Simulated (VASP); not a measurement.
# Si16O (a cell with a defect) in VASP: single point with PBE

Aim: the single point of Si16O (a cell with a defect) with PBE.

Program: VASP 6.6.1. These are calculated values, not measurements. Logs are shortened: lines on timing, memory, paths and dates and some standing lists are left out, and cuts for length are marked.

## Step 1: The cell of the first run

The cell holds a defect, 17 atoms: a = 7.736 Å, b = 7.736 Å, c = 7.736 Å, α = 60.00°, β = 60.00°, γ = 60.00°.

## Step 2: Single point, PBE

The input, INCAR:

```
SYSTEM = Si16O
  PREC = Accurate
  ENCUT = 520
  EDIFF = 1E-6
  ISMEAR = 0
  SIGMA = 0.02
  LREAL = Auto
  LASPH = .True.
  NELM = 60
  ALGO = Normal
  ISIF = 2
  LWAVE = .False.
  LCHARG = .True.
  GGA = PE
  LELF = .True.
  LVHAR = .True.
  NBANDS = 49
```

The input, KPOINTS:

```
Automatic mesh
0
Gamma
  2 2 2
  0 0 0
```

The input, POSCAR:

```
Si16O
1.0
    0.0000000000      5.4700937548     -5.4700937548
    5.4700937548      5.4700937548      0.0000000000
    5.4700937548      0.0000000000     -5.4700937548
Si O
16 1
Direct
    0.1455288585      0.1315614562      0.1282872893
    0.1157565169      0.6268342288      0.1235295098
    0.6231770702      0.0824510548      0.1229152607
    0.6115491160      0.6001266426      0.1113311814
    0.1330389446      0.1244621263      0.6330194061
    0.1222447969      0.6300514497      0.6220663946
    0.6283484624      0.1315317492      0.6450927824
    0.6236097868      0.6268181413      0.6155612958
    0.2388459976      0.7554415308      0.2475363423
    0.2621772248      0.2543309242      0.2577465878
    0.7414850059      0.7115818621      0.2412992463
    0.7774128179      0.2445031219      0.2770184695
    0.2491817437      0.7504939922      0.7490976725
    0.2547502040      0.2562973439      0.7547037921
    0.7477145152      0.7553838536      0.7386042509
    0.7577382008      0.2542859524      0.7618319149
   -0.2437324769      0.0521540421      0.2557222166
```

Potentials or basis: VASP PAW PBE potentials, release 64 (Si, O).

Launch:

```
$ cat potpaw_PBE.64/Si/POTCAR potpaw_PBE.64/O/POTCAR > POTCAR
$ mpirun -np 1 vasp_std > vasp.out
```

OUTCAR:

```text
SYSTEM = Si16O
   PREC = Accurate
   ENCUT = 520
   EDIFF = 1E-6
   ISMEAR = 0
   LREAL = Auto
   LASPH = .True.
   NELM = 60
   ISIF = 2
   GGA = PE

 ion  position               nearest neighbor table
   1  0.146  0.132  0.128-  10 2.33  12 2.33  14 2.36   9 2.39
   2  0.116  0.627  0.124-  10 2.36  13 2.37   9 2.37  11 2.39
   3  0.623  0.082  0.123-  17 1.66  10 2.33  16 2.33  11 2.34  12 2.97
   4  0.612  0.600  0.111-  12 2.33  11 2.35   9 2.37  15 2.37
   5  0.133  0.124  0.633-  13 2.36  14 2.37  10 2.37  16 2.37
   6  0.122  0.630  0.622-  14 2.36  13 2.37   9 2.37  15 2.37
   7  0.628  0.132  0.645-  16 2.33  12 2.33  14 2.36  15 2.39
   8  0.624  0.627  0.616-  16 2.36  13 2.37  15 2.37  11 2.39
   9  0.239  0.755  0.248-   6 2.37   4 2.37   2 2.37   1 2.39
  10  0.262  0.254  0.258-   3 2.33   1 2.33   2 2.36   5 2.37
  11  0.741  0.712  0.241-   3 2.34   4 2.35   8 2.39   2 2.39
  12  0.777  0.245  0.277-  17 1.67   7 2.33   1 2.33   4 2.33   3 2.97
  13  0.249  0.750  0.749-   5 2.36   6 2.37   2 2.37   8 2.37
  14  0.255  0.256  0.755-   7 2.36   1 2.36   6 2.36   5 2.37
  15  0.748  0.755  0.739-   6 2.37   4 2.37   8 2.37   7 2.39
  16  0.758  0.254  0.762-   3 2.33   7 2.33   8 2.36   5 2.37
  17  0.756  0.052  0.256-   3 1.66  12 1.67

  LATTYP: Found a face centered cubic cell.
 ALAT       =    10.9401875096

  Lattice vectors:

 A1 = (   0.0000000000,   5.4700937548,  -5.4700937548)
 A2 = (   5.4700937548,   5.4700937548,   0.0000000000)
 A3 = (   5.4700937548,   0.0000000000,  -5.4700937548)

Analysis of symmetry for initial positions (statically):
=====================================================================
 Subroutine PRICEL returns:
 Original cell was already a primitive cell.

 Routine SETGRP: Setting up the symmetry group for a
 face centered cubic supercell.

 Subroutine GETGRP returns: Found  1 space group operations
 (whereof  1 operations were pure point group operations)
 out of a pool of 48 trial point group operations.

The static configuration has the point symmetry C_1 .

Analysis of symmetry for dynamics (positions and initial velocities):
=====================================================================
 Subroutine PRICEL returns:
 Original cell was already a primitive cell.

 Routine SETGRP: Setting up the symmetry group for a
 face centered cubic supercell.

 Subroutine GETGRP returns: Found  1 space group operations
[... 116 lines left out ...]
   EDIFF  = 0.1E-05   stopping-criterion for ELM
   LREAL  =      T    real-space projection
   EDIFFG = 0.1E-04   stopping-criterion for IOM
   NSW    =      0    number of steps for IOM
[... 5 lines left out ...]
   TEBEG  =    0.0;   TEEND  =   0.0 temperature during run
   PSTRESS=    0.0 pullay stress
   NELECT =      70.0000    total number of electrons
   NUPDOWN=      -1.0000    fix difference up-down
   EMIN   =  10.00;   EMAX   =-10.00  energy-range for DOS
   EFERMI =   0.00;   METHOD = LEGACY
   ISMEAR =     0;   SIGMA  =   0.02  broadening in eV -4-tet -1-fermi 0-gaus
   EFERMI_NEDOS =   21; number of points for ismear=-14 and -15
   IALGO  =     38    algorithm
   IMIX   =      4    mixing-type and parameters
     AMIX     =   0.40;   BMIX     =  1.00
     AMIX_MAG =   1.60;   BMIX_MAG =  1.00
  volume/ion in A,a.u.               =      19.26       129.95
  Fermi-wavevector in a.u.,A,eV,Ry     =   0.978970  1.849985 13.039584  0.958382
  Thomas-Fermi vector in A             =   2.109787
   LORBIT       =      0    0 simple, 1 ext, 2 COOP (PROOUT), +10 PAW based schemes
   GGA     = PE    functional components
   LHFCALC =     F    Hartree Fock is set to
   AEXX    =    0.0000 exact exchange contribution
   IVDW    =     0    specifies the selected vdW correction
   LEPSILON=     F    determine dielectric tensor
   LRPA    =     F    only Hartree local field effects (RPA)
 non-spin polarized calculation
 Gauss-broadening in eV      SIGMA  =   0.02
  energy-cutoff  :      520.00
  volume of cell :      327.35
 maximum number of plane-waves:      8824
 NGX is ok and might be reduce to    60
   NGX = 29   NGY = 29   NGZ = 29

 number of electron      70.0000000 magnetization

 Free energy of the ion-electron system (eV)
  ---------------------------------------------------
  ext. energy  EPLUGINS =         0.00000000
  ---------------------------------------------------
  free energy    TOTEN  =       -92.83771531 eV

  energy without entropy =      -92.83771531  energy(sigma->0) =      -92.83771531

 E-fermi :   5.8062     XC(G=0):  -9.4373

 val. band max:        5.6606118077   @ k =   0.0000   0.0000   0.0000
 cond. band min:       6.1736172009   @ k =   0.0000   0.0000   0.0000
 fundamental gap:      0.5130053932
 Fermi energy:         5.8061777399

 k-point     1 :       0.0000    0.0000    0.0000
  band No.  band energies     occupation
      1     -14.5899      2.00000
      2      -5.8966      2.00000
      3      -4.5440      2.00000
      4      -3.8225      2.00000
      5      -3.7988      2.00000
      6      -3.4583      2.00000
[... 389 lines left out ...]
     46       9.9036      0.00000
     47      10.2481      0.00000
 [bands above 47 left out]

------------------------ aborting loop because EDIFF is reached ----------------------------------------

  FORCE on cell =-STRESS in cart. coord.  units (eV):
  Direction    XX          YY          ZZ          XY          YZ          ZX
  --------------------------------------------------------------------------------------
  -------------------------------------------------------------------------------------
  Total        5.1434807      5.1404292      4.7179884      2.0087074     -3.0801915     -3.0847151
  in kB       25.1740676     25.1591322     23.0915531      9.8313453    -15.0755788    -15.0977188
  external PRESSURE =      24.4749177 kB  Pullay stress =       0.0000000 kB

 VOLUME and BASIS-vectors are now :
 -----------------------------------------------------------------------------
  energy-cutoff  :      520.00
  volume of cell :      327.35
      direct lattice vectors                 reciprocal lattice vectors
     0.000000000  5.470093755 -5.470093755    -0.091406112  0.091406112 -0.091406112
     5.470093755  5.470093755  0.000000000     0.091406112  0.091406112  0.091406112
     5.470093755  0.000000000 -5.470093755     0.091406112 -0.091406112 -0.091406112

 POSITION                                       TOTAL-FORCE (eV/Angst)
 -----------------------------------------------------------------------------------
      1.42140      1.51571     -1.49780         0.005494     -0.028412      0.009973
      4.10456      4.06204     -1.30892         0.011813     -0.007989      0.002247
      1.12337      3.85985     -4.08119        -0.025856     -0.026145      0.025402
      3.89174      6.62798     -3.95422        -0.001055      0.000909     -0.013104
      4.14349      1.40855     -4.19041        -0.001398     -0.002140      0.002556
      6.84920      4.11513     -4.07145         0.003906      0.003297      0.011555
[... 9 lines left out ...]
      5.55826      5.53587     -8.31219         0.009331     -0.007389      0.009706
      1.68411      4.42214     -5.53568         0.032667      0.037076     -0.032207
 -----------------------------------------------------------------------------------
    total drift:                                0.003904      0.001122     -0.007229

  FREE ENERGIE OF THE ION-ELECTRON SYSTEM (eV)
  ---------------------------------------------------
  free  energy   TOTEN  =       -92.8377153082 eV

  energy  without entropy=      -92.8377153082  energy(sigma->0) =      -92.83771531
```

OSZICAR:

```text
N       E                     dE             d eps       ncg     rms          rms(c)
DAV:   1     0.208677437165E+03    0.20868E+03   -0.27596E+04   784   0.119E+03
DAV:   2    -0.739589444536E+02   -0.28264E+03   -0.26753E+03   970   0.186E+02
DAV:   3    -0.955527317078E+02   -0.21594E+02   -0.21297E+02   999   0.491E+01
DAV:   4    -0.959796509731E+02   -0.42692E+00   -0.42617E+00   968   0.827E+00
DAV:   5    -0.959886838777E+02   -0.90329E-02   -0.90301E-02   976   0.116E+00    0.166E+01
DAV:   6    -0.930921566466E+02    0.28965E+01   -0.84095E+00  1088   0.149E+01    0.988E+00
DAV:   7    -0.929263328152E+02    0.16582E+00   -0.31134E+00   896   0.602E+00    0.424E+00
DAV:   8    -0.928598510973E+02    0.66482E-01   -0.87242E-01  1048   0.472E+00    0.143E+00
DAV:   9    -0.928272206192E+02    0.32630E-01   -0.29873E-01  1088   0.287E+00    0.345E-01
DAV:  10    -0.928387927774E+02   -0.11572E-01   -0.10979E-01   904   0.114E+00    0.467E-01
DAV:  11    -0.928368676331E+02    0.19251E-02   -0.17135E-02  1168   0.709E-01    0.109E-01
DAV:  12    -0.928376265748E+02   -0.75894E-03   -0.41677E-03   896   0.263E-01    0.479E-02
DAV:  13    -0.928377020504E+02   -0.75476E-04   -0.32682E-04   920   0.676E-02    0.235E-02
DAV:  14    -0.928377209849E+02   -0.18935E-04   -0.77868E-05  1144   0.409E-02    0.239E-02
DAV:  15    -0.928377145010E+02    0.64840E-05   -0.27181E-05  1144   0.274E-02    0.989E-03
DAV:  16    -0.928377153082E+02   -0.80724E-06   -0.79340E-06   888   0.967E-03
   1 F= -.92837715E+02 E0= -.92837715E+02  d E =-.139066E-25
```

Wall time 4.2 min (1 thread of Intel Xeon Platinum 8375C at 2.90GHz (Ice Lake), shared host); peak memory 0.48 GiB.

Results:

```yaml
Free_energy: -92.8377 eV
Pressure: 2.4 GPa
Largest_force: 0.059 eV/Å
Band_gap_on_the_k_mesh: 0.51 eV
```

Forces on the atoms (eV/Å):
```
Si   0.005 -0.028  0.010
Si   0.012 -0.008  0.002
Si  -0.026 -0.026  0.025
Si  -0.001  0.001 -0.013
Si  -0.001 -0.002  0.003
Si   0.004  0.003  0.012
Si  -0.026  0.007  0.005
Si  -0.008  0.012  0.001
Si  -0.012  0.008 -0.003
Si  -0.008  0.008  0.012
Si  -0.006 -0.007  0.007
Si   0.018  0.015 -0.015
Si  -0.005 -0.004 -0.011
Si   0.002  0.004 -0.010
Si   0.009 -0.012 -0.002
Si   0.009 -0.007  0.010
O    0.033  0.037 -0.032
```

Caveat: the k points lie up to 0.50 Å⁻¹ apart.
